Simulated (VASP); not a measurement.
# Ca (P6_3/mmc) in VASP: further runs

Ca is run at these levels: PBE; tasks: single point.

Everything below comes from runs of VASP 6.6.1. Logs are shortened: lines on timing, memory, paths and dates and some standing lists are left out, and cuts for length are marked.

## 1. The cell of the first run

Symmetry: P6_3/mmc, No. 194, hexagonal system. The conventional cell has a = 4.029 Å, b = 4.029 Å, c = 6.992 Å, α = 90.00°, β = 90.00°, γ = 120.00°. Within 5.3 Å of Ca (site symmetry -6m2) lie 12 Ca at 4.03 to 4.20 Å.

This isn't the form of Ca at room conditions, which is fcc.

## 2. Single point, PBE (strained)

INCAR reads:

```
PREC = Accurate
ENCUT = 520
EDIFF = 1E-6
ISMEAR = 0
SIGMA = 0.1
LREAL = False
LASPH = True
NELM = 100
ALGO = Normal
ISIF = 2
LWAVE = False
LCHARG = True
GGA = PE
LELF = True
LVHAR = True
NBANDS = 17
```

KPOINTS reads:

```
regular mesh
0
Gamma
  12 12 8
```

POSCAR reads:

```
Ca
1.0
    4.0294709146      0.0000000000      0.0000000000
   -2.0147354573      3.4896241759      0.0000000000
    0.0000000000      0.0000000000      6.9922436000
Ca
2
Direct
    0.3333333333      0.6666666667      0.2500000000
    0.6666666667      0.3333333333      0.7500000000
```

Potentials or basis: VASP PAW PBE potentials, release 64 (Ca_sv).

Run with:

```sh
$ cat potpaw_PBE.64/Ca_sv/POTCAR > POTCAR
$ mpirun -np 1 vasp_std > vasp.out
```

OUTCAR:

```text
PREC = Accurate
   ENCUT = 520
   EDIFF = 1E-6
   ISMEAR = 0
   LREAL = False
   LASPH = True
   NELM = 100
   ISIF = 2
   GGA = PE

 ion  position               nearest neighbor table
   1  0.333  0.667  0.250-
   2  0.667  0.333  0.750-

  LATTYP: Found a hexagonal cell.
 ALAT       =     4.0294709146
 C/A-ratio  =     1.7352758583

  Lattice vectors:

 A1 = (   4.0294709146,   0.0000000000,   0.0000000000)
 A2 = (  -2.0147354573,   3.4896241759,   0.0000000000)
 A3 = (   0.0000000000,   0.0000000000,   6.9922436000)

Analysis of symmetry for initial positions (statically):
=====================================================================
 Subroutine PRICEL returns:
 Original cell was already a primitive cell.

 Routine SETGRP: Setting up the symmetry group for a
 hexagonal supercell.

 Subroutine GETGRP returns: Found 24 space group operations
 (whereof 12 operations were pure point group operations)
 out of a pool of 24 trial point group operations.

The static configuration has the point symmetry D_3d.
 The point group associated with its full space group is D_6h.

Analysis of symmetry for dynamics (positions and initial velocities):
=====================================================================
 Subroutine PRICEL returns:
 Original cell was already a primitive cell.

 Routine SETGRP: Setting up the symmetry group for a
 hexagonal supercell.

 Subroutine GETGRP returns: Found 24 space group operations
 (whereof 12 operations were pure point group operations)
 out of a pool of 24 trial point group operations.

The dynamic configuration has the point symmetry D_3d.
 The point group associated with its full space group is D_6h.

 Subroutine INISYM returns: Found 24 space group operations
 (whereof 12 operations are pure point group operations),
 and found     1 'primitive' translations

----------------------------------------------------------------------------------------

                                     Primitive cell

  volume of cell :      98.3203

  direct lattice vectors                    reciprocal lattice vectors
     4.029470915  0.000000000  0.000000000     0.248171539  0.143281905  0.000000000
    -2.014735457  3.489624176  0.000000000     0.000000000  0.286563810  0.000000000
     0.000000000  0.000000000  6.992243600     0.000000000  0.000000000  0.143015612

  length of vectors
     4.029470915  4.029470915  6.992243600     0.286563810  0.286563810  0.143015612

  position of ions in fractional coordinates (direct lattice)
     0.333333333  0.666666667  0.250000000
     0.666666667  0.333333333  0.750000000

  ion indices of the primitive-cell ions
   primitive index   ion index
                 1           1
                 2           2

----------------------------------------------------------------------------------------

 KPOINTS: regular mesh

Automatic generation of k-mesh.
 Grid dimensions read from file:
 generate k-points for:   12   12    8

 Generating k-lattice:

  Cartesian coordinates                     Fractional coordinates (reciprocal lattice)
     0.020680962  0.011940159  0.000000000     0.083333333  0.000000000  0.000000000
     0.000000000  0.023880318  0.000000000     0.000000000  0.083333333  0.000000000
     0.000000000  0.000000000  0.017876952     0.000000000  0.000000000  0.125000000

  Length of vectors
     0.023880318  0.023880318  0.017876952

  Shift w.r.t. Gamma in fractional coordinates (k-lattice)
     0.000000000  0.000000000  0.000000000

 Subroutine IBZKPT returns following result:
 ===========================================

 Found     95 irreducible k-points:

 Following reciprocal coordinates:
            Coordinates               Weight
  0.000000  0.000000  0.000000      1.000000
  0.083333  0.000000  0.000000      6.000000
  0.166667  0.000000  0.000000      6.000000
  0.250000 -0.000000  0.000000      6.000000
  0.333333  0.000000  0.000000      6.000000
  0.416667 -0.000000  0.000000      6.000000
[... 16 lines left out ...]
  0.250000 -0.000000  0.125000     12.000000
  0.333333  0.000000  0.125000     12.000000
 [... further k-points ...]
   k-points           NKPTS =     95   k-points in BZ     NKDIM =     95   number of bands    NBANDS=     17
   number of dos      NEDOS =    301   number of ions     NIONS =      2
   total plane-waves  NPLWV =  48600
   dimension x,y,z NGX =    30 NGY =   30 NGZ =   54
   dimension x,y,z NGXF=    60 NGYF=   60 NGZF=  108
   ions per type =               2
   NGX,Y,Z   is equivalent  to a cutoff of  12.38, 12.38, 12.84 a.u.
   NGXF,Y,Z  is equivalent  to a cutoff of  24.75, 24.75, 25.68 a.u.
 SYSTEM =  unknown system
   PREC   = accura    normal or accurate (medium, high low for compatibility)
   ISTART =      0    job   : 0-new  1-cont  2-samecut
   ICHARG =      2    charge: 1-file 2-atom 10-const
   ISPIN  =      1    spin polarized calculation?
   LNONCOLLINEAR =      F non collinear calculations
   LSORBIT =      F    spin-orbit coupling
   LASPH  =      T    aspherical Exc in radial PAW
   ENCUT  =  520.0 eV  38.22 Ry    6.18 a.u.   7.49  7.49 13.00*2*pi/ulx,y,z
   NELM   =    100;   NELMIN=  2; NELMDL= -5     # of ELM steps
   EDIFF  = 0.1E-05   stopping-criterion for ELM
   LREAL  =      F    real-space projection
[... 7 lines left out ...]
   TEBEG  =    0.0;   TEEND  =   0.0 temperature during run
   PSTRESS=    0.0 pullay stress
   NELECT =      20.0000    total number of electrons
   NUPDOWN=      -1.0000    fix difference up-down
   EMIN   =  10.00;   EMAX   =-10.00  energy-range for DOS
   EFERMI =   0.00;   METHOD = LEGACY
   ISMEAR =     0;   SIGMA  =   0.10  broadening in eV -4-tet -1-fermi 0-gaus
   EFERMI_NEDOS =   21; number of points for ismear=-14 and -15
   IALGO  =     38    algorithm
   IMIX   =      4    mixing-type and parameters
     AMIX     =   0.40;   BMIX     =  1.00
     AMIX_MAG =   1.60;   BMIX_MAG =  1.00
  volume/ion in A,a.u.               =      49.16       331.75
  Fermi-wavevector in a.u.,A,eV,Ry     =   0.962802  1.819432 12.612439  0.926988
  Thomas-Fermi vector in A             =   2.092293
   LORBIT       =      0    0 simple, 1 ext, 2 COOP (PROOUT), +10 PAW based schemes
   GGA     = PE    functional components
   LHFCALC =     F    Hartree Fock is set to
   AEXX    =    0.0000 exact exchange contribution
   IVDW    =     0    specifies the selected vdW correction
   LEPSILON=     F    determine dielectric tensor
   LRPA    =     F    only Hartree local field effects (RPA)
 non-spin polarized calculation
 Gauss-broadening in eV      SIGMA  =   0.10
  energy-cutoff  :      520.00
  volume of cell :       98.32
 maximum number of plane-waves:      2714
 NGX is ok and might be reduce to    30
   NGX = 15   NGY = 15   NGZ = 27

 number of electron      20.0000005 magnetization

 Free energy of the ion-electron system (eV)
  ---------------------------------------------------
  ext. energy  EPLUGINS =         0.00000000
  ---------------------------------------------------
  free energy    TOTEN  =        -3.75064730 eV

  energy without entropy =       -3.73870519  energy(sigma->0) =       -3.74467624

 E-fermi :   1.4398     XC(G=0):  -7.2766

 val. band max:        1.4275404432   @ k =   0.3333   0.2500   0.3750
 cond. band min:       1.4455673795   @ k =   0.3333   0.2500   0.2500
 fundamental gap:      0.0180269362
 Fermi energy:         1.4398046880

 k-point     1 :       0.0000    0.0000    0.0000
  band No.  band energies     occupation
      1     -40.9755      2.00000
      2     -40.9707      2.00000
      3     -21.9684      2.00000
      4     -21.9121      2.00000
      5     -21.9121      2.00000
      6     -21.9045      2.00000
[... 9 lines left out ...]
     16       3.7538      0.00000
     17       4.2412      0.00000

 k-point     2 :       0.0833    0.0000    0.0000
  band No.  band energies     occupation
      1     -40.9750      2.00000
      2     -40.9704      2.00000
      3     -21.9668      2.00000
      4     -21.9170      2.00000
      5     -21.9135      2.00000
      6     -21.9094      2.00000
[... 9 lines left out ...]
     16       3.8225      0.00000
     17       4.1280      0.00000

 k-point     3 :       0.1667    0.0000    0.0000
  band No.  band energies     occupation
      1     -40.9737      2.00000
      2     -40.9696      2.00000
      3     -21.9622      2.00000
      4     -21.9303      2.00000
      5     -21.9230      2.00000
      6     -21.9173      2.00000
[... 9 lines left out ...]
     16       3.8466      0.00000
     17       4.0272      0.00000

 k-point     4 :       0.2500   -0.0000    0.0000
  band No.  band energies     occupation
      1     -40.9720      2.00000
      2     -40.9685      2.00000
      3     -21.9554      2.00000
      4     -21.9487      2.00000
      5     -21.9412      2.00000
      6     -21.9224      2.00000
[... 9 lines left out ...]
     16       3.8676      0.00000
     17       4.1477      0.00000

 k-point     5 :       0.3333    0.0000    0.0000
  band No.  band energies     occupation
      1     -40.9702      2.00000
      2     -40.9674      2.00000
      3     -21.9671      2.00000
      4     -21.9592      2.00000
      5     -21.9476      2.00000
      6     -21.9275      2.00000
[... 9 lines left out ...]
     16       4.1552      0.00000
     17       4.5386      0.00000

 k-point     6 :       0.4167   -0.0000    0.0000
  band No.  band energies     occupation
      1     -40.9687      2.00000
      2     -40.9668      2.00000
      3     -21.9806      2.00000
      4     -21.9722      2.00000
      5     -21.9406      2.00000
      6     -21.9311      2.00000
[... 9 lines left out ...]
     16       4.5086      0.00000
     17       4.9503      0.00000

 k-point     7 :       0.5000   -0.0000    0.0000
  band No.  band energies     occupation
      1     -40.9681      2.00000
      2     -40.9666      2.00000
      3     -21.9855      2.00000
      4     -21.9769      2.00000
      5     -21.9373      2.00000
      6     -21.9325      2.00000
[... 9 lines left out ...]
     16       4.8137      0.00000
     17       5.0003      0.00000

 k-point     8 :       0.0833    0.0833    0.0000
  band No.  band energies     occupation
      1     -40.9741      2.00000
      2     -40.9698      2.00000
      3     -21.9637      2.00000
      4     -21.9254      2.00000
      5     -21.9202      2.00000
      6     -21.9147      2.00000
[... 9 lines left out ...]
     16       3.9377      0.00000
     17       3.9771      0.00000
[... 203 lines left out ...]
      1     -40.9667      2.00000
      2     -40.9667      2.00000
      3     -21.9674      2.00000
      4     -21.9596      2.00000
      5     -21.9596      2.00000
      6     -21.9510      2.00000
[... 9 lines left out ...]
     16       4.5298      0.00000
     17       4.5695      0.00000

 k-point    20 :       0.0000    0.0000    0.1250
  band No.  band energies     occupation
      1     -40.9753      2.00000
      2     -40.9709      2.00000
      3     -21.9660      2.00000
      4     -21.9118      2.00000
      5     -21.9118      2.00000
      6     -21.9070      2.00000
[... 9 lines left out ...]
     16       3.7329      0.00000
     17       4.2819      0.00000

 k-point    21 :       0.0833    0.0000    0.1250
  band No.  band energies     occupation
      1     -40.9748      2.00000
      2     -40.9706      2.00000
      3     -21.9645      2.00000
      4     -21.9166      2.00000
      5     -21.9132      2.00000
      6     -21.9105      2.00000
[... 9 lines left out ...]
     16       3.7977      0.00000
     17       4.2156      0.00000

 k-point    22 :       0.1667    0.0000    0.1250
  band No.  band energies     occupation
      1     -40.9736      2.00000
      2     -40.9697      2.00000
      3     -21.9604      2.00000
      4     -21.9298      2.00000
      5     -21.9238      2.00000
      6     -21.9170      2.00000
[... 9 lines left out ...]
     16       3.9586      0.00000
     17       3.9939      0.00000

 k-point    23 :       0.2500   -0.0000    0.1250
  band No.  band energies     occupation
      1     -40.9719      2.00000
      2     -40.9686      2.00000
      3     -21.9561      2.00000
      4     -21.9462      2.00000
      5     -21.9418      2.00000
      6     -21.9220      2.00000
[... 9 lines left out ...]
     16       3.9682      0.00000
     17       4.1363      0.00000

 k-point    24 :       0.3333    0.0000    0.1250
  band No.  band energies     occupation
      1     -40.9701      2.00000
      2     -40.9675      2.00000
      3     -21.9680      2.00000
      4     -21.9602      2.00000
      5     -21.9449      2.00000
      6     -21.9270      2.00000
[... 9 lines left out ...]
     16       4.1885      0.00000
     17       4.5083      0.00000

 [... further k-points ...]

------------------------ aborting loop because EDIFF is reached ----------------------------------------

  FORCE on cell =-STRESS in cart. coord.  units (eV):
  Direction    XX          YY          ZZ          XY          YZ          ZX
  --------------------------------------------------------------------------------------
  -------------------------------------------------------------------------------------
  Total       -0.9493884     -0.9493884     -1.7295122      0.0000000      0.0000000      0.0000000
  in kB      -15.4707460    -15.4707460    -28.1832441      0.0000000      0.0000000      0.0000000
  external PRESSURE =     -19.7082454 kB  Pullay stress =       0.0000000 kB

 VOLUME and BASIS-vectors are now :
 -----------------------------------------------------------------------------
  energy-cutoff  :      520.00
  volume of cell :       98.32
      direct lattice vectors                 reciprocal lattice vectors
     4.029470915  0.000000000  0.000000000     0.248171539  0.143281905  0.000000000
    -2.014735457  3.489624176  0.000000000     0.000000000  0.286563810  0.000000000
     0.000000000  0.000000000  6.992243600     0.000000000  0.000000000  0.143015612

 POSITION                                       TOTAL-FORCE (eV/Angst)
 -----------------------------------------------------------------------------------
     -0.00000      2.32642      1.74806         0.000000      0.000000      0.000000
      2.01474      1.16321      5.24418        -0.000000     -0.000000      0.000000
 -----------------------------------------------------------------------------------
    total drift:                               -0.000000      0.000000     -0.000000

  FREE ENERGIE OF THE ION-ELECTRON SYSTEM (eV)
  ---------------------------------------------------
  free  energy   TOTEN  =        -3.7506472955 eV

  energy  without entropy=       -3.7387051944  energy(sigma->0) =       -3.74467624
```

It took 56 s on 1 thread of AMD EPYC 9R45 (Zen 5), shared host; peak memory 0.26 GiB.

Results:

```yaml
Free_energy: -3.7506 eV
Pressure: -2.0 GPa
Band_gap_on_the_k_mesh: zero (bands 10 and 11 overlap by 0.77 eV)
```

Caveat: the cell differs from its parent crystal (strained).

[end of part 1 of 2]
